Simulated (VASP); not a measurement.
# SrO (Cm) in VASP: further runs

The runs below take SrO through single point, with PBE.

All numbers are computed with VASP 6.6.1; they aren't measurements. Logs are shortened: lines on timing, memory, paths and dates and some standing lists are left out, and cuts for length are marked.

## (1) The cell of the first run

It takes space group Cm (No. 8, monoclinic). The conventional cell has a = 7.405 Å, b = 4.275 Å, c = 5.156 Å, α = 90.00°, β = 90.00°, γ = 90.00°. Sr (site symmetry m) has 5 O at 2.27 to 2.59 Å within 3.0 Å. Sr (site symmetry m) has 5 O at 2.37 to 2.67 Å within 3.1 Å. O (site symmetry m) has 5 Sr at 2.37 to 2.67 Å within 3.1 Å. O (site symmetry m) has 5 Sr at 2.27 to 2.59 Å within 3.0 Å.

## (2) Single point, PBE (all O atoms moved -0.200 Å, as atom 3 along Cartesian [0 1 0])

Contents of INCAR:

```
ALGO = Normal
EDIFF = 1E-6
ENCUT = 600
GGA = PE
GGA_COMPAT = False
ISIF = 2
ISMEAR = 0
LASPH = True
LCHARG = True
LELF = True
LREAL = False
LVHAR = True
LWAVE = False
NBANDS = 24
NELM = 120
PREC = Accurate
SIGMA = 0.05
```

Contents of KPOINTS:

```
k-points
0
Gamma
  6 6 6
```

Contents of POSCAR:

```
SrO
1.0
    4.2754662656      0.0000000000      0.0000000000
   -2.1377331328      3.7026623990      0.0000000000
    0.0000000000      0.0000000000      5.1555949900
Sr O
2 2
Direct
    0.3333333333      0.6666666667      0.9381277000
    0.6666666667      0.3333333333      0.4381277000
    0.3063257401      0.6126514802      0.4368723000
    0.6396590734      0.2793181468      0.9368723000
```

Potentials or basis: VASP PAW PBE potentials, release 64 (Sr_sv, O).

The run is started by

```bash
cat potpaw_PBE.64/Sr_sv/POTCAR potpaw_PBE.64/O/POTCAR > POTCAR
mpirun -np 1 vasp_std > vasp.out
```

OUTCAR:

```text
EDIFF = 1E-6
   ENCUT = 600
   GGA = PE
   ISIF = 2
   ISMEAR = 0
   LASPH = True
   LREAL = False
   NELM = 120
   PREC = Accurate

 ion  position               nearest neighbor table
   1  0.333  0.667  0.938-   4 2.27   4 2.57   4 2.57   3 2.58   3 2.59   2 3.57   2 3.57   2 3.57
                             2 3.57   2 3.57   2 3.57
   2  0.667  0.333  0.438-   3 2.37   3 2.37   4 2.58   4 2.59   3 2.67   1 3.57   1 3.57   1 3.57
                             1 3.57   1 3.57   1 3.57
   3  0.306  0.613  0.437-   2 2.37   2 2.37   1 2.58   1 2.59   2 2.67
   4  0.640  0.279  0.937-   1 2.27   1 2.57   1 2.57   2 2.58   2 2.59

  LATTYP: Found a hexagonal cell.
 ALAT       =     4.2754662656
 C/A-ratio  =     1.2058556119

  Lattice vectors:

 A1 = (   4.2754662656,   0.0000000000,   0.0000000000)
 A2 = (  -2.1377331328,   3.7026623990,   0.0000000000)
 A3 = (   0.0000000000,   0.0000000000,   5.1555949900)

Analysis of symmetry for initial positions (statically):
=====================================================================
 Subroutine PRICEL returns:
 Original cell was already a primitive cell.

 Routine SETGRP: Setting up the symmetry group for a
 hexagonal supercell.

 Subroutine GETGRP returns: Found  2 space group operations
 (whereof  2 operations were pure point group operations)
 out of a pool of 24 trial point group operations.

The static configuration has the point symmetry C_1h.

Analysis of symmetry for dynamics (positions and initial velocities):
=====================================================================
 Subroutine PRICEL returns:
 Original cell was already a primitive cell.

 Routine SETGRP: Setting up the symmetry group for a
 hexagonal supercell.

 Subroutine GETGRP returns: Found  2 space group operations
 (whereof  2 operations were pure point group operations)
 out of a pool of 24 trial point group operations.

The dynamic configuration has the point symmetry C_1h.

 Subroutine INISYM returns: Found  2 space group operations
 (whereof  2 operations are pure point group operations),
 and found     1 'primitive' translations

----------------------------------------------------------------------------------------

                                     Primitive cell

  volume of cell :      81.6162

  direct lattice vectors                    reciprocal lattice vectors
     4.275466266  0.000000000  0.000000000     0.233892618  0.135037966  0.000000000
[... 86 lines left out ...]
   LSORBIT =      F    spin-orbit coupling
   LASPH  =      T    aspherical Exc in radial PAW
   ENCUT  =  600.0 eV  44.10 Ry    6.64 a.u.   8.54  8.54 10.30*2*pi/ulx,y,z
   NELM   =    120;   NELMIN=  2; NELMDL= -5     # of ELM steps
   EDIFF  = 0.1E-05   stopping-criterion for ELM
   LREAL  =      F    real-space projection
   EDIFFG = 0.1E-04   stopping-criterion for IOM
   NSW    =      0    number of steps for IOM
   IBRION =     -1    ionic relax: 0-MD 1-quasi-New 2-CG
   NFREE  =      0    steps in history (QN), initial steepest desc. (CG)
   ISIF   =      2    stress and relaxation
   ISYM   =      2    0-nonsym 1-usesym 2-fastsym
   POTIM  = 0.5000    time-step for ionic-motion
   TEBEG  =    0.0;   TEEND  =   0.0 temperature during run
   PSTRESS=    0.0 pullay stress
   NELECT =      32.0000    total number of electrons
   NUPDOWN=      -1.0000    fix difference up-down
   EMIN   =  10.00;   EMAX   =-10.00  energy-range for DOS
   EFERMI =   0.00;   METHOD = LEGACY
   ISMEAR =     0;   SIGMA  =   0.05  broadening in eV -4-tet -1-fermi 0-gaus
   EFERMI_NEDOS =   21; number of points for ismear=-14 and -15
   IALGO  =     38    algorithm
   IMIX   =      4    mixing-type and parameters
     AMIX     =   0.40;   BMIX     =  1.00
     AMIX_MAG =   1.60;   BMIX_MAG =  1.00
  volume/ion in A,a.u.               =      20.40       137.69
  Fermi-wavevector in a.u.,A,eV,Ry     =   1.198209  2.264287 19.533960  1.435706
  Thomas-Fermi vector in A             =   2.334104
   LORBIT       =      0    0 simple, 1 ext, 2 COOP (PROOUT), +10 PAW based schemes
   GGA     = PE    functional components
   LHFCALC =     F    Hartree Fock is set to
   AEXX    =    0.0000 exact exchange contribution
   IVDW    =     0    specifies the selected vdW correction
   LEPSILON=     F    determine dielectric tensor
   LRPA    =     F    only Hartree local field effects (RPA)
 non-spin polarized calculation
 Gauss-broadening in eV      SIGMA  =   0.05
  energy-cutoff  :      600.00
  volume of cell :       81.62
 maximum number of plane-waves:      2751
 NGX is ok and might be reduce to    36
   NGX = 17   NGY = 17   NGZ = 21

 number of electron      32.0000002 magnetization

 Free energy of the ion-electron system (eV)
  ---------------------------------------------------
  ext. energy  EPLUGINS =         0.00000000
  ---------------------------------------------------
  free energy    TOTEN  =       -23.69781940 eV

  energy without entropy =      -23.69781940  energy(sigma->0) =      -23.69781940

 E-fermi :   0.8969     XC(G=0):  -8.9330

 val. band max:        0.6807958293   @ k =   0.3333   0.3333   0.0000
 cond. band min:       3.3524506116   @ k =   0.0000   0.0000   0.0000
 fundamental gap:      2.6716547823
 Fermi energy:         0.8968596314

 k-point     1 :       0.0000    0.0000    0.0000
  band No.  band energies     occupation
      1     -31.6394      2.00000
      2     -31.4724      2.00000
      3     -14.5953      2.00000
      4     -14.3743      2.00000
      5     -14.1739      2.00000
      6     -13.7889      2.00000
[... 637 lines left out ...]
     23       9.2825      0.00000
     24       9.7498      0.00000

 [... further k-points ...]
[... 5 lines left out ...]
  --------------------------------------------------------------------------------------
  -------------------------------------------------------------------------------------
  Total        1.3253890      1.7974028      0.6234251      0.0000000     -0.0135140      0.0000000
  in kB       26.0182190     35.2841448     12.2382271      0.0000000     -0.2652889      0.0000000
  external PRESSURE =      24.5135303 kB  Pullay stress =       0.0000000 kB

 VOLUME and BASIS-vectors are now :
 -----------------------------------------------------------------------------
  energy-cutoff  :      600.00
  volume of cell :       81.62
      direct lattice vectors                 reciprocal lattice vectors
     4.275466266  0.000000000  0.000000000     0.233892618  0.135037966  0.000000000
    -2.137733133  3.702662399  0.000000000     0.000000000  0.270075932  0.000000000
     0.000000000  0.000000000  5.155594990     0.000000000  0.000000000  0.193964034

 POSITION                                       TOTAL-FORCE (eV/Angst)
 -----------------------------------------------------------------------------------
     -0.00000      2.46844      4.83661         0.000000     -1.307814     -0.011840
      2.13773      1.23422      2.25881         0.000000     -0.815868     -0.012027
      0.00000      2.26844      2.25234        -0.000000      0.842844      0.012222
      2.13773      1.03422      4.83013        -0.000000      1.280837      0.011644
 -----------------------------------------------------------------------------------
    total drift:                               -0.000000     -0.000114     -0.000217

  FREE ENERGIE OF THE ION-ELECTRON SYSTEM (eV)
  ---------------------------------------------------
  free  energy   TOTEN  =       -23.6978193998 eV

  energy  without entropy=      -23.6978193998  energy(sigma->0) =      -23.69781940
```

OSZICAR:

```text
N       E                     dE             d eps       ncg     rms          rms(c)
DAV:   1     0.211483931409E+03    0.21148E+03   -0.17615E+04  3264   0.140E+03
DAV:   2    -0.142433656297E+02   -0.22573E+03   -0.21064E+03  4488   0.305E+02
DAV:   3    -0.291402542807E+02   -0.14897E+02   -0.14789E+02  5232   0.717E+01
DAV:   4    -0.295702813028E+02   -0.43003E+00   -0.42971E+00  4408   0.103E+01
DAV:   5    -0.295773155649E+02   -0.70343E-02   -0.70341E-02  4760   0.114E+00    0.256E+01
DAV:   6    -0.239969285927E+02    0.55804E+01   -0.25940E+01  3808   0.271E+01    0.295E+01
DAV:   7    -0.238011775906E+02    0.19575E+00   -0.19971E+00  4368   0.823E+00    0.172E+01
DAV:   8    -0.236915589199E+02    0.10962E+00   -0.52014E-01  4080   0.501E+00    0.265E+00
DAV:   9    -0.236901280695E+02    0.14309E-02   -0.54732E-02  4528   0.148E+00    0.483E-01
DAV:  10    -0.236966187842E+02   -0.64907E-02   -0.67430E-03  3512   0.498E-01    0.212E-01
DAV:  11    -0.236974450791E+02   -0.82629E-03   -0.15501E-03  4608   0.208E-01    0.121E-01
DAV:  12    -0.236977585296E+02   -0.31345E-03   -0.30035E-04  3520   0.947E-02    0.467E-02
DAV:  13    -0.236978171795E+02   -0.58650E-04   -0.86829E-05  3816   0.501E-02    0.117E-02
DAV:  14    -0.236978191228E+02   -0.19433E-05   -0.67162E-06  4552   0.152E-02    0.624E-03
DAV:  15    -0.236978193998E+02   -0.27692E-06   -0.35635E-07  2896   0.466E-03
   1 F= -.23697819E+02 E0= -.23697819E+02  d E =-.206356E-11
```

stdout:

```text
POSCAR found type information on POSCAR SrO
 POSCAR found :  2 types and       4 ions
 scaLAPACK will be used
 LDA part: xc-table for (Slater+PW92), standard interpolation
 POSCAR, INCAR and KPOINTS ok, starting setup
 FFT: planning ... GRIDC
 FFT: planning ... GRID_SOFT
 FFT: planning ... GRID
 WAVECAR not read
 entering main loop
```

It took 2.1 min on 1 thread of AMD EPYC 7R13 (Zen 3), shared host; peak memory 0.27 GiB.

What came out:

| Property | Result |
| --- | --- |
| Free energy | -23.6978 eV |
| Pressure | 2.5 GPa |
| Largest force | 1.308 eV/Å |
| Band gap on the k mesh | 2.67 eV, indirect (least direct gap 2.69 eV) |

Forces on the atoms (eV/Å):
```
Sr   0.000 -1.308 -0.012
Sr   0.000 -0.816 -0.012
O    0.000  0.843  0.012
O    0.000  1.281  0.012
```

Stress tensor (GPa, compression positive):
```
 2.60  0.00  0.00
 0.00  3.53 -0.03
 0.00 -0.03  1.22
```

Caveat: the cell differs from its parent crystal (all O atoms moved -0.200 Å, as atom 3 along Cartesian [0 1 0]); forces of over 1 eV/Å act on the atoms, so gaps and moduli don't describe the material at rest. A k mesh can miss the band edges.

## (3) Single point, PBE (all O atoms moved +0.150 Å, as atom 3 along Cartesian [0 1 0])

Contents of INCAR:

```
  ALGO = Normal
  EDIFF = 1E-6
  ENCUT = 600
  GGA = PE
  GGA_COMPAT = False
  ISIF = 2
  ISMEAR = 0
  LASPH = True
  LCHARG = True
  LELF = True
  LREAL = False
  LVHAR = True
  LWAVE = False
  NBANDS = 24
  NELM = 120
  PREC = Accurate
  SIGMA = 0.05
```

KPOINTS is that of step 2.

POSCAR: that of step 2 with these lines changed.

```diff
@@ -10,3 +10,3 @@
     0.6666666667      0.3333333333      0.4381277000
-    0.3063257401      0.6126514802      0.4368723000
-    0.6396590734      0.2793181468      0.9368723000
+    0.3535890283      0.7071780565      0.4368723000
+    0.6869223616      0.3738447232      0.9368723000
```

Potentials or basis: VASP PAW PBE potentials, release 64 (Sr_sv, O).

The run is started by

```bash
cat potpaw_PBE.64/Sr_sv/POTCAR potpaw_PBE.64/O/POTCAR > POTCAR
mpirun -np 1 vasp_std > vasp.out
```

Wall time 2.1 min (1 thread of AMD EPYC 7R13 (Zen 3), shared host); peak memory 0.27 GiB.

The run converged. Its results:

```yaml
Free_energy: -23.7892 eV
Pressure: 1.9 GPa
Largest_force: 0.905 eV/Å
Band_gap_on_the_k_mesh: 2.66 eV, direct
```

Forces in eV/Å, atoms in the order of the input:
```
Sr   0.000  0.636 -0.013
Sr   0.000  0.905 -0.013
O    0.000 -0.890  0.013
O    0.000 -0.652  0.013
```

Stress tensor (GPa, compression positive):
```
1.98 0.00 0.00
0.00 2.48 0.02
0.00 0.02 1.34
```

Levels at points of the mesh, in eV from the valence-band top:
```csv
k point,band 13,band 14,band 15,band 16,band 17,band 18,band 19,band 20
"(0.00, 0.00, 0.00)",-0.79,-0.78,-0.29,0.00,2.66,6.17,6.26,7.07
"(0.50, 0.00, 0.00)",-0.36,-0.33,-0.30,-0.23,4.36,4.75,5.36,7.16
"(0.00, 0.50, 0.00)",-0.40,-0.29,-0.25,-0.20,4.28,4.94,5.11,7.20
"(0.00, 0.00, 0.50)",-1.09,-1.06,-0.93,-0.92,4.35,4.35,7.76,7.76
"(0.50, 0.00, 0.50)",-0.85,-0.84,-0.38,-0.38,4.73,5.24,7.34,7.44
"(0.00, 0.50, 0.50)",-0.83,-0.83,-0.37,-0.36,4.44,5.49,7.31,7.52
```

Caveat: the cell differs from its parent crystal (all O atoms moved +0.150 Å, as atom 3 along Cartesian [0 1 0]).
